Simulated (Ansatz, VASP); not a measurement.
# One calculation of Ru, two programs

```
Ru
1.0
     0.00000    2.67809    2.67809
     2.67809    0.00000    2.67809
     2.67809    2.67809    0.00000
Ru
2
Direct
  0.12500 0.12500 0.12500
  0.87500 0.87500 0.87500
```

Alike in both runs: task single point; functional LDA; k mesh 11 × 11 × 11; occupations fermi-dirac, width 0.1 eV; no spin polarisation.

```csv
,VASP,Ansatz
version,VASP 6.6.1,Ansatz 0.2.0
potentials or method,"VASP PAW LDA potentials, release 64 (Ru_pv), cutoff 520 eV","plane waves (420 eV) with PAW, scalar-relativistic"
valence electrons in the cell,28,32
```

VASP gave:

| Property | Result |
| --- | --- |
| pressure (GPa) | 0.9 |

Q: What did Ansatz give for the same quantities?

A: Pressure (GPa): 0.0.

Ansatz warns that its potentials were made for another functional, while VASP's fit it. LDA's correlation is that of Perdew and Zunger in VASP and of Perdew and Wang (1992) in Ansatz. VASP's potentials hold 28 valence electrons a cell and Ansatz's 32, so a difference there can come from the potentials and not from the codes.
